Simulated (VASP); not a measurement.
# Sb: single point with revPBE+D3(BJ)

Crystal: Sb.

```
Sb
1.0
     3.04499    0.00000    0.00000
     0.00000    3.04499    0.00000
     0.00000    0.00000    3.04499
Sb
1
Direct
  0.00000 0.00000 0.00000
```

```yaml
Program: VASP 6.6.1
Task: single point
Functional: revPBE
Dispersion: D3(BJ)
Potentials_or_basis: VASP PAW PBE potentials, release 64 (Sb)
Cutoff: 520 eV
k_mesh: 8 × 8 × 8
Occupations: fermi-dirac, width 0.05 eV
Spin: no spin polarisation
```

```
Pressure                   : 0.0 GPa
Dispersion energy per atom : -0.956 eV
```

Levels at points of the mesh, in eV from the Fermi level:
```tsv
k point	band 1	band 2	band 3	band 4	band 5	band 6	band 7	band 8
(0.00, 0.00, 0.00)	-12.76	3.47	3.47	3.47	6.99	6.99	8.70	17.98
(0.50, 0.00, 0.00)	-10.13	-5.92	5.67	5.67	9.17	10.81	11.53	11.64
(0.50, 0.50, 0.00)	-7.31	-3.74	-3.74	2.03	7.96	13.32	13.44	13.44
(0.50, 0.50, 0.50)	-4.10	-1.68	-1.68	-1.68	4.79	4.79	4.79	6.88
```

Run time: 7.1 s on 1 thread of Intel(R) Xeon(R) Platinum 8375C CPU @ 2.90GHz (Ice Lake), with other jobs on the host, peak memory 0.14 GiB.

Caveat: the PAW data sets were made with another functional, which shifts forces and pressure a little; spin-orbit coupling is left out, which moves the levels of the heavy elements; pairwise dispersion overbinds metals, which lowers pressure and volume.
